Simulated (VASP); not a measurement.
A run of VASP 6.6.1 is set up as follows.

File INCAR:

```
PREC     = Accurate       # precision mode
ENCUT    = 520            # plane-wave cutoff, eV
EDIFF    = 1E-6           # SCF threshold, eV
ISMEAR   = 0              # smearing method
SIGMA    = 0.15           # smearing width, eV
LREAL    = False          # projectors in reciprocal space
LASPH    = True           # aspherical terms in the spheres
NELM     = 80             # most SCF steps
ALGO     = Normal         # electronic algorithm
ISIF     = 2              # what is computed and relaxed
LWAVE    = False          # write WAVECAR
LCHARG   = False          # write CHGCAR
GGA      = PE             # functional
IVDW     = 12             # dispersion correction
NBANDS   = 14             # bands
```

KPOINTS

```
regular mesh
0
Gamma
  18 18 6
```

Contents of POSCAR:

```
Al
1.0
    2.7249473022      0.0000000000      0.0000000000
   -1.3624736511      2.3598735877      0.0000000000
    0.0000000000      0.0000000000      9.3877159507
Al
4
Direct
    0.0000000000      0.0000000000      0.0000000000
    0.3333333333      0.6666666667      0.2500000000
    0.0000000000      0.0000000000      0.5000000000
    0.6666666667      0.3333333333      0.7500000000
```

Potentials or basis: VASP PAW PBE potentials, release 64 (Al).

Run with:

```console
$ cat potpaw_PBE.64/Al/POTCAR > POTCAR
$ mpirun -np 1 vasp_std > vasp.out
```

(1) Predict the band gap on the k mesh.

(2) Predict the dispersion energy per atom.

(3) Predict the pressure.

## Answers

(1) zero (bands 6 and 7 overlap by 4.78 eV).

(2) -0.369 eV.

(3) 5.1 GPa.

Caveat: the cell stands under pressure.
